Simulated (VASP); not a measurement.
Input of a VASP 6.6.1 run:

Contents of INCAR:

```
SYSTEM = C
PREC     = Accurate       ! precision mode
ENCUT    = 600            ! plane-wave cutoff, eV
EDIFF    = 1E-7           ! SCF threshold, eV
ISMEAR   = 0              ! smearing method
SIGMA    = 0.02           ! smearing width, eV
LREAL    = .False.        ! projectors in reciprocal space
LASPH    = .True.         ! aspherical terms in the spheres
NELM     = 100            ! most SCF steps
ALGO     = Normal         ! electronic algorithm
ISIF     = 3              ! what is computed and relaxed
LWAVE    = .False.        ! write WAVECAR
LCHARG   = .False.        ! write CHGCAR
GGA      = PS             ! functional
IBRION   = 2              ! ionic algorithm
NSW      = 100            ! ionic steps
EDIFFG   = -0.005         ! ionic threshold
```

The input KPOINTS:

```
Automatic mesh
0
Gamma
  12 12 6
  0 0 0
```

File POSCAR:

```
C
1.0
    2.5220660000      0.0000000000      0.0000000000
   -1.2610330000      2.1841730000      0.0000000000
    0.0000000000      0.0000000000      4.1185170000
C
4
Direct
    0.0000000000      0.0000000000      0.0000000000
    0.0000000000      0.0000000000      0.3750000000
    0.3333333300      0.6666666700      0.5000000000
    0.3333333300      0.6666666700      0.8750000000
```

Potentials or basis: VASP PAW PBE potentials, release 64 (C).

Run with:

```bash
$ cat potpaw_PBE.64/C/POTCAR > POTCAR
$ mpirun -np 1 vasp_std > vasp.out
```

(1) Predict the space group after relaxing (to 0.05 Å).

(2) What does it give for the relaxed volume?

(3) What does it give for the relaxed cell?

(4) Estimate the band gap on the k mesh.

Answers

(1) P6_3/mmc (No. 194).

(2) 5.63 Å³/atom.

(3) a = 2.500 Å, b = 2.500 Å, c = 4.162 Å, α = 90.00°, β = 90.00°, γ = 120.00°.

(4) 3.05 eV, indirect (least direct gap 4.92 eV).

Caveat: the PAW data sets were made with another functional, which shifts forces and pressure a little.
